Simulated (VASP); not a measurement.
## HgP: elastic constants with PBEsol

The system is HgP.

```
CELL_PARAMETERS angstrom
0.00000 2.88828 2.88828
2.88828 0.00000 2.88828
2.88828 2.88828 0.00000
ATOMIC_POSITIONS crystal
Hg 0.00000 0.00000 0.00000
P 0.25000 0.25000 0.25000
```

| Quantity | Value |
| --- | --- |
| Program | VASP 6.6.1 |
| Task | elastic constants |
| Functional | PBEsol |
| Potentials or basis | VASP PAW PBE potentials, release 64 (Hg, P) |
| Cutoff | 500 eV |
| k mesh | 10 × 10 × 10 |
| Occupations | gaussian, width 0.05 eV |
| Spin | no spin polarisation |
| Dipole correction | no |
| Ions in elastic constants | relaxed |
| Further INCAR settings | ALGO = Normal; EDIFF = 1e-08; NBANDS = 16; IBRION = 6; POTIM = 0.015; NSW = 1; ISIF = 3 |

```yaml
Elastic_constants_C11_C12_C44: 72, 67, 13 GPa
Voigt_bulk_modulus: 68 GPa
Highest_phonon_frequency_at_Γ: 215 cm⁻¹
```

Phonon frequencies in cm⁻¹ (negative: imaginary):
| q point | frequencies |
| --- | --- |
| (0.000, 0.000, 0.000) | 0 0 0 215 215 215 |

Elastic tensor in Voigt notation (GPa, in the Cartesian axes of the cell as first typed):
```
72 67 67  0  0  0
67 72 67  0  0  0
67 67 72  0  0  0
 0  0  0 13  0  0
 0  0  0  0 13  0
 0  0  0  0  0 13
```

Clamped-ion elastic tensor (GPa):
```
72 67 67  0  0  0
67 72 67  0  0  0
67 67 72  0  0  0
 0  0  0 59  0  0
 0  0  0  0 59  0
 0  0  0  0  0 59
```

It took 13 min on 1 thread of AMD EPYC 9R45 96-Core Processor (Zen 5), on a shared host, peak memory 0.41 GiB.

Caveat: the PAW data sets were made with another functional, which shifts forces and pressure a little.
